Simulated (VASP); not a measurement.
# GaN in VASP: single point with LDA

Aim: the single point of GaN with LDA.

All numbers are computed with VASP 6.6.1; they aren't measurements. Logs are shortened: lines on timing, memory, paths and dates and some standing lists are left out, and cuts for length are marked.

**1. The cell of the first run**

The cell holds a slab with vacuum, 20 atoms: a = 3.152 Å, b = 5.138 Å, c = 26.828 Å, α = 90.00°, β = 90.00°, γ = 90.00°.

**2. Single point, LDA**

The input, INCAR:

```
SYSTEM = GaN
ALGO = Normal ; DIPOL = 0.5 0.5 0.500
EDIFF = 1E-6 ; ENCUT = 520
GGA = CA ; IDIPOL = 3
ISIF = 2 ; ISMEAR = 0
LASPH = .TRUE. ; LCHARG = .FALSE.
LDIPOL = .TRUE. ; LREAL = Auto
LWAVE = .FALSE. ; NBANDS = 106
NELM = 100 ; PREC = Accurate
SIGMA = 0.05
```

The input, KPOINTS:

```
k-points
0
G
  8 5 1
  0 0 0
```

The input, POSCAR:

```
GaN
1.0
    3.1518084796      0.0000000000      0.0000000000
    0.0000000000      5.1384146542      0.0000000000
    0.0000000000      0.0000000000     26.8280335819
Ga N
10 10
Direct
    0.0000000000     -0.0265342457      0.2896008759
    0.5000000000      0.5068437152      0.3100415127
    0.5000000000     -0.0008083644      0.3829058467
    0.0000000000      0.5048716063      0.4145980744
    0.0000000000      0.0024959503      0.4834491611
    0.5000000000      0.5024959876      0.5165508353
    0.5000000000      0.0048717936      0.5854019239
    0.0000000000      0.4991918740      0.6170941578
    0.0000000000      0.0068440110      0.6899584949
    0.5000000000      0.4734660683      0.7103991330
    0.0000000000      0.6273688332      0.2808166310
    0.5000000000      0.1318802930      0.3129048378
    0.5000000000      0.6251872409      0.3812864430
    0.0000000000      0.1273038272      0.4152213533
    0.0000000000      0.6263900730      0.4830887994
    0.5000000000      0.1263901095      0.5169111852
    0.5000000000      0.6273040040      0.5847786357
    0.0000000000      0.1251874652      0.6187135542
    0.0000000000      0.6318806019      0.6870951708
    0.5000000000      0.1273691559      0.7191833740
```

Potentials or basis: VASP PAW LDA potentials, release 64 (Ga_d, N).

The run is started by

```sh
$ cat potpaw_LDA.64/Ga_d/POTCAR potpaw_LDA.64/N/POTCAR > POTCAR
$ mpirun -np 1 vasp_std > vasp.out
```

OUTCAR:

```text
SYSTEM = GaN
   EDIFF = 1E-6
   ENCUT = 520
   GGA = CA
   ISIF = 2
   ISMEAR = 0
   LASPH = .TRUE.
   LREAL = Auto
   NELM = 100
   PREC = Accurate

 ion  position               nearest neighbor table
   1  0.000  0.973  0.290-  11 1.79  12 1.88  12 1.88
   2  0.500  0.507  0.310-  11 1.87  11 1.87  12 1.93  13 2.01
   3  0.500  0.999  0.383-  14 1.92  14 1.92  13 1.92  12 2.00
   4  0.000  0.505  0.415-  13 1.91  13 1.91  14 1.94  15 1.94
   5  0.000  0.002  0.483-  16 1.92  16 1.92  15 1.93  14 1.94
   6  0.500  0.502  0.517-  15 1.92  15 1.92  16 1.93  17 1.94
   7  0.500  0.005  0.585-  18 1.91  18 1.91  17 1.94  16 1.94
   8  0.000  0.499  0.617-  17 1.92  17 1.92  18 1.92  19 2.00
   9  0.000  0.007  0.690-  20 1.87  20 1.87  19 1.93  18 2.01
  10  0.500  0.473  0.710-  20 1.79  19 1.88  19 1.88
  11  0.000  0.627  0.281-   1 1.79   2 1.87   2 1.87
  12  0.500  0.132  0.313-   1 1.88   1 1.88   2 1.93   3 2.00
  13  0.500  0.625  0.381-   4 1.91   4 1.91   3 1.92   2 2.01
  14  0.000  0.127  0.415-   3 1.92   3 1.92   5 1.94   4 1.94
  15  0.000  0.626  0.483-   6 1.92   6 1.92   5 1.93   4 1.94
  16  0.500  0.126  0.517-   5 1.92   5 1.92   6 1.93   7 1.94
  17  0.500  0.627  0.585-   8 1.92   8 1.92   6 1.94   7 1.94
  18  0.000  0.125  0.619-   7 1.91   7 1.91   8 1.92   9 2.01
  19  0.000  0.632  0.687-  10 1.88  10 1.88   9 1.93   8 2.00
  20  0.500  0.127  0.719-  10 1.79   9 1.87   9 1.87

  LATTYP: Found a simple orthorhombic cell.
 ALAT       =     3.1518084796
 B/A-ratio  =     1.6303067548
 C/A-ratio  =     8.5119491732

  Lattice vectors:

 A1 = (   3.1518084796,   0.0000000000,   0.0000000000)
 A2 = (   0.0000000000,   5.1384146542,   0.0000000000)
 A3 = (   0.0000000000,   0.0000000000,  26.8280335819)

Analysis of symmetry for initial positions (statically):
=====================================================================
 Subroutine PRICEL returns:
 Original cell was already a primitive cell.

 Routine SETGRP: Setting up the symmetry group for a
 simple orthorhombic supercell.

 Subroutine GETGRP returns: Found  4 space group operations
 (whereof  2 operations were pure point group operations)
 out of a pool of  8 trial point group operations.

The static configuration has the point symmetry C_1h.
 The point group associated with its full space group is C_2v.

Analysis of symmetry for dynamics (positions and initial velocities):
=====================================================================
 Subroutine PRICEL returns:
 Original cell was already a primitive cell.

 Routine SETGRP: Setting up the symmetry group for a
[... 148 lines left out ...]
   ISMEAR =     0;   SIGMA  =   0.05  broadening in eV -4-tet -1-fermi 0-gaus
   EFERMI_NEDOS =   21; number of points for ismear=-14 and -15
   IALGO  =     38    algorithm
   IMIX   =      4    mixing-type and parameters
     AMIX     =   0.40;   BMIX     =  1.00
     AMIX_MAG =   1.60;   BMIX_MAG =  1.00
  volume/ion in A,a.u.               =      21.72       146.60
  Fermi-wavevector in a.u.,A,eV,Ry     =   1.220412  2.306244 20.264585  1.489405
  Thomas-Fermi vector in A             =   2.355630
   LORBIT       =      0    0 simple, 1 ext, 2 COOP (PROOUT), +10 PAW based schemes
   GGA     = CA    functional components
   LHFCALC =     F    Hartree Fock is set to
   AEXX    =    0.0000 exact exchange contribution
   IVDW    =     0    specifies the selected vdW correction
   LEPSILON=     F    determine dielectric tensor
   LRPA    =     F    only Hartree local field effects (RPA)
 non-spin polarized calculation
 Gauss-broadening in eV      SIGMA  =   0.05
  energy-cutoff  :      520.00
  volume of cell :      434.49
 maximum number of plane-waves:     11780
 NGX is ok and might be reduce to    24
   NGX = 11   NGY = 19   NGZ = 99

 dipolmoment           0.000000      0.000000     -0.000000 electrons x Angstroem

 number of electron     179.9999950 magnetization

 dipolmoment           0.000000      0.000000      0.000011 electrons x Angstroem

 Free energy of the ion-electron system (eV)
  ---------------------------------------------------
  ext. energy  EPLUGINS =         0.00000000
  ---------------------------------------------------
  free energy    TOTEN  =      -135.52000439 eV

  energy without entropy =     -135.52000439  energy(sigma->0) =     -135.52000439

 E-fermi :   0.1446     XC(G=0):  -6.7929

 val. band max:       -0.1342628242   @ k =   0.0000   0.0000   0.0000
 cond. band min:       1.6323039439   @ k =   0.0000   0.0000   0.0000
 fundamental gap:      1.7665667681
 Fermi energy:         0.1446113379

 k-point     1 :       0.0000    0.0000    0.0000
  band No.  band energies     occupation
      1     -16.3814      2.00000
      2     -16.2588      2.00000
      3     -16.0139      2.00000
      4     -15.7322      2.00000
      5     -15.4982      2.00000
      6     -15.3762      2.00000
[... 1564 lines left out ...]
    101       6.1082      0.00000
    102       6.1083      0.00000
 [bands above 102 left out]

------------------------ aborting loop because EDIFF is reached ----------------------------------------

 vacuum level on the upper side and lower side of the slab       (xc-potential included)        -0.088        -0.088

  FORCE on cell =-STRESS in cart. coord.  units (eV):
  Direction    XX          YY          ZZ          XY          YZ          ZX
  --------------------------------------------------------------------------------------
  -------------------------------------------------------------------------------------
  Total        5.8817692      4.1965898      1.1144326      0.0000000      0.0000000      0.0000000
  in kB       21.6890612     15.4749514      4.1094773      0.0000000      0.0000000      0.0000000
  external PRESSURE =      13.7578300 kB  Pullay stress =       0.0000000 kB

 VOLUME and BASIS-vectors are now :
 -----------------------------------------------------------------------------
  energy-cutoff  :      520.00
  volume of cell :      434.49
      direct lattice vectors                 reciprocal lattice vectors
     3.151808480  0.000000000  0.000000000     0.317278162  0.000000000  0.000000000
     0.000000000  5.138414654  0.000000000     0.000000000  0.194612554  0.000000000
     0.000000000  0.000000000 26.828033582     0.000000000  0.000000000  0.037274443

 POSITION                                       TOTAL-FORCE (eV/Angst)
 -----------------------------------------------------------------------------------
      0.00000      5.00207      7.76942         0.000000      0.026673     -0.047330
      1.57590      2.60437      8.31780         0.000000     -0.007434     -0.006299
      1.57590      5.13426     10.27261         0.000000      0.002746     -0.022155
      0.00000      2.59424     11.12285         0.000000     -0.005446     -0.001729
      0.00000      0.01283     12.96999         0.000000     -0.002141     -0.007220
      1.57590      2.58203     13.85804         0.000000     -0.002141      0.007220
[... 12 lines left out ...]
      0.00000      3.24686     18.43341         0.000000      0.025223     -0.016231
      1.57590      0.65448     19.29428         0.000000     -0.040542      0.056306
 -----------------------------------------------------------------------------------
    total drift:                                0.000000     -0.013365      0.002778

  FREE ENERGIE OF THE ION-ELECTRON SYSTEM (eV)
  ---------------------------------------------------
  free  energy   TOTEN  =      -135.5200043941 eV

  energy  without entropy=     -135.5200043941  energy(sigma->0) =     -135.52000439

 vacuum level on the upper side and lower side of the slab         5.743         5.743
```

stdout:

```text
POSCAR found type information on POSCAR GaN
 POSCAR found :  2 types and      20 ions
 scaLAPACK will be used
 LDA part: xc-table for (Slater(with rela. corr.)+CA(PZ))
 , standard interpolation
 POSCAR, INCAR and KPOINTS ok, starting setup
 FFT: planning ... GRIDC
 FFT: planning ... GRID_SOFT
 FFT: planning ... GRID
 WAVECAR not read
 entering main loop
```

Run time: 18 min. Hardware: 1 thread of Intel Xeon 6975P-C (Granite Rapids), shared host; peak memory 0.62 GiB.

Results:

- Free energy: -135.5200 eV
- Largest force: 0.069 eV/Å
- Band gap on the k mesh: 1.77 eV

Forces on the atoms (eV/Å):
```
Ga   0.000  0.027 -0.047
Ga   0.000 -0.007 -0.006
Ga   0.000  0.003 -0.022
Ga   0.000 -0.005 -0.002
Ga   0.000 -0.002 -0.007
Ga   0.000 -0.002  0.007
Ga   0.000 -0.005  0.002
Ga   0.000  0.003  0.022
Ga   0.000 -0.007  0.006
Ga   0.000  0.027  0.047
N    0.000 -0.041 -0.056
N    0.000  0.025  0.016
N    0.000 -0.008 -0.012
N    0.000  0.007  0.008
N    0.000  0.002  0.000
N    0.000  0.002  0.000
N    0.000  0.007 -0.008
N    0.000 -0.008  0.012
N    0.000  0.025 -0.016
N    0.000 -0.041  0.056
```
